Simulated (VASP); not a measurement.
Crystal: SiC2.

```xyz
6
Lattice="2.0844 0.0000 0.0000 -1.0422 1.8051 0.0000 0.0000 0.0000 21.7005" Properties=species:S:1:pos:R:3 pbc="T T T"
Si    1.0422    0.6017   18.0838
Si    1.0422    0.6017    3.6168
C     0.0000    1.2034   18.0838
C     0.0000    1.2034    3.6168
C     0.0000    1.2034   10.8503
C     1.0422    0.6017   10.8503
```

```yaml
Program: VASP 6.6.1
Task: relaxation of cell and atoms
Functional: PBE
Potentials_or_basis: VASP PAW PBE potentials, release 64 (Si, C)
Cutoff: 600 eV
k_mesh: 12 × 12 × 1
Occupations: gaussian, width 0.1 eV
Spin: no spin polarisation
```

At the start: pressure 338.1 GPa; volume 13.61 Å³/atom.

**Question.** How do energy, volume and symmetry change on relaxing?

**Answer.** Over 28 steps the energy falls by 11905.9 meV/atom and the volume is 16.68 Å³/atom (+22.6 %); space group P-6m2 (No. 187, to 0.05 Å).

The path:
| step | energy change (eV) | largest force (eV/Å) | pressure (GPa) | volume (Å³) |
| --- | --- | --- | --- | --- |
| 1 | 0.0000 | 0.0009 | 338.15 | 81.65 |
| 2 | -12.0925 | 0.0021 | -5.56 | 772.95 |
| 3 | -18.7589 | 0.0019 | -6.41 | 645.39 |
| 4 | -24.9851 | 0.0030 | -7.83 | 546.32 |
| 5 | -56.1248 | 0.0185 | -18.77 | 262.66 |
| 6 | -71.3495 | 0.0134 | 0.17 | 159.31 |
| 7 | -71.3416 | 0.0138 | -1.31 | 161.13 |
| 8 | -71.3276 | 0.0093 | 1.99 | 156.85 |
| 9 | -71.3503 | 0.0119 | -0.10 | 159.48 |
| 10 | -71.3503 | 0.0119 | -0.07 | 159.45 |
| 11 | -71.3510 | 0.0087 | -0.07 | 159.11 |
| 12 | -71.3531 | 0.0008 | -0.06 | 158.12 |
| 13 | -71.3571 | 0.0197 | -0.06 | 156.14 |
| 14 | -71.3641 | 0.0564 | -0.05 | 152.16 |
| 15 | -71.3749 | 0.1254 | -0.04 | 144.22 |
| 16 | -71.3884 | 0.2459 | -0.11 | 128.31 |
| 17 | -71.3896 | 0.2413 | -0.10 | 127.88 |
| 18 | -71.3932 | 0.2281 | -0.08 | 126.59 |
| 19 | -71.3999 | 0.2021 | -0.04 | 124.01 |
| 20 | -71.4120 | 0.1520 | 0.04 | 118.85 |
| 21 | -71.4299 | 0.0605 | 0.18 | 108.52 |
| 22 | -71.3969 | 0.1102 | 0.77 | 87.89 |
| 23 | -71.4328 | 0.0623 | 0.23 | 105.11 |
| 24 | -71.4330 | 0.0187 | 0.41 | 96.35 |
| 25 | -71.4353 | 0.0326 | 0.30 | 101.08 |
| 26 | -71.4353 | 0.0241 | 0.33 | 100.00 |
| 27 | -71.4334 | 0.0138 | -0.98 | 100.39 |
| 28 | -71.4356 | 0.0217 | 0.00 | 100.09 |

Final structure:
```
CELL_PARAMETERS angstrom
2.91803 0.00000 0.00000
-1.45902 2.52709 0.00000
0.00000 0.00000 13.57347
ATOMIC_POSITIONS crystal
Si 0.66667 0.33333 0.83288
Si 0.66667 0.33333 0.16712
C 0.33333 0.66667 0.83373
C 0.33333 0.66667 0.16627
C 0.33333 0.66667 0.50000
C 0.66667 0.33333 0.50000
```

Caveat: the volume moved by over 15 % at a fixed basis, so the end points are rough.
